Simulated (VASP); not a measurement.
**IrO2: single point with PBE**

The system is IrO2.

```
Ir O
1.0
     4.50510    0.00000    0.00000
     0.00000    4.50510    0.00000
     0.00000    0.00000    3.15860
Ir O
2 4
Direct
  0.00000 0.00000 0.00000
  0.50000 0.50000 0.50000
  0.30770 0.30770 0.00000
  0.19230 0.80770 0.50000
  0.69230 0.69230 0.00000
  0.80770 0.19230 0.50000
```

```json
{"Program": "VASP 6.6.1", "Task": "single point", "Functional": "PBE", "Potentials or basis": "VASP PAW PBE potentials, release 64 (Ir, O)", "Cutoff": "600 eV", "k mesh": "2 × 2 × 3", "Occupations": "fermi-dirac, width 0.15 eV", "Spin": "no spin polarisation", "Dipole correction": "no", "Further INCAR settings": "ALGO = Normal; EDIFF = 1e-06; NBANDS = 30"}
```

```json
{
  "Pressure": "8.0 GPa",
  "Largest force": "0.022 eV/Å",
  "Band gap on the k mesh": "zero (band 21 reaches 6.41 eV, above the bottom of band 22 at 5.38 eV)"
}
```

Forces in eV/Å, atoms in the order of the input:
```
Ir   0.000  0.000  0.000
Ir   0.000  0.000  0.000
O    0.016  0.016  0.000
O   -0.016  0.016  0.000
O   -0.016 -0.016  0.000
O    0.016 -0.016  0.000
```

Stress tensor (GPa, compression positive):
```
 6.88  0.00  0.00
 0.00  6.88  0.00
 0.00  0.00 10.23
```

Levels at points of the mesh, in eV from the Fermi level:
```tsv
k point	band 18	band 19	band 20	band 21	band 22	band 23	band 24	band 25
(0.00, 0.00, 0.00)	-2.43	-2.37	-2.29	-2.25	0.75	1.24	4.13	4.13
(0.50, 0.00, 0.00)	-1.68	-1.28	-1.28	-0.30	-0.30	3.53	3.53	3.61
(0.50, 0.50, 0.00)	-2.54	-2.39	-2.39	0.20	0.20	2.50	2.50	4.11
```

Wall time 7.4 s on 1 thread of Intel(R) Xeon(R) 6975P-C (Granite Rapids), on a shared host, peak memory 0.18 GiB.

Caveat: the k points lie up to 0.70 Å⁻¹ apart; spin-orbit coupling is left out, which moves the levels of the heavy elements.
